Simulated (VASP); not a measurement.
A run of VASP 6.6.1 is set up as follows.

INCAR

```
ALGO = Normal
EDIFF = 1E-6
ENCUT = 520
GGA = PE
ISIF = 2
ISMEAR = -1
LASPH = T
LCHARG = F
LREAL = F
LWAVE = F
NBANDS = 11
NELM = 100
PREC = Accurate
SIGMA = 0.02
```

File KPOINTS:

```
k-points
0
Gamma
  10 10 10
```

The input POSCAR:

```
MgO
1.0
    2.5391396215      0.0000000000      0.0000000000
    0.0000000000      2.5391396215      0.0000000000
    0.0000000000      0.0000000000      2.6049512779
Mg O
1 1
Direct
    0.0000000000      0.0000000000      0.0000000000
    0.5000000000      0.5000000000      0.5000000000
```

Potentials or basis: VASP PAW PBE potentials, release 64 (Mg, O).

Run with:

```sh
$ cat potpaw_PBE.64/Mg/POTCAR potpaw_PBE.64/O/POTCAR > POTCAR
$ mpirun -np 1 vasp_std > vasp.out
```

Question: Predict the pressure.

Answer: 19.2 GPa.

Question: Estimate the band gap on the k mesh.

Answer: 3.20 eV (least direct gap 4.26 eV).

Stress tensor (GPa, compression positive):
```
25.67  0.00  0.00
 0.00 25.67  0.00
 0.00  0.00  6.33
```

Caveat: the cell differs from its parent crystal (epitaxial xy strain -3.2%); the stress differs along the axes, from 6 to 26 GPa; the structure was generated, so it needn't be the stable form of MgO. A k mesh can miss the band edges.
